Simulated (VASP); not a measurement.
Runs of VASP 6.6.1 on KBr. The structure is that of space group Pm-3m (No. 221), or close to it. The cells are those of the table. 

```tsv
cell	gap on the mesh (eV)	pressure (GPa)
a = 3.961 Å, 2 atoms	3.67	-1.8
a = 4.084 Å, 2 atoms	3.39	-2.9
a = 4.003 Å, 2 atoms	3.57	(b)
a = 4.123 Å, 2 atoms	3.32	(a)
```

Alike in all rows: task single point; level LDA; potentials or basis VASP PAW LDA potentials, release 64 (K_sv, Br); no spin polarisation; k mesh 4 × 4 × 4; cutoff (eV) 500; smearing gaussian 0.01 eV.

Task: Estimate the missing entries.

Result: (a) -3.1; (b) -2.3.

Caveats: the cell stands under tension (at least some runs).

A k mesh can miss the band edges, and the runs leave out spin-orbit coupling on Br.
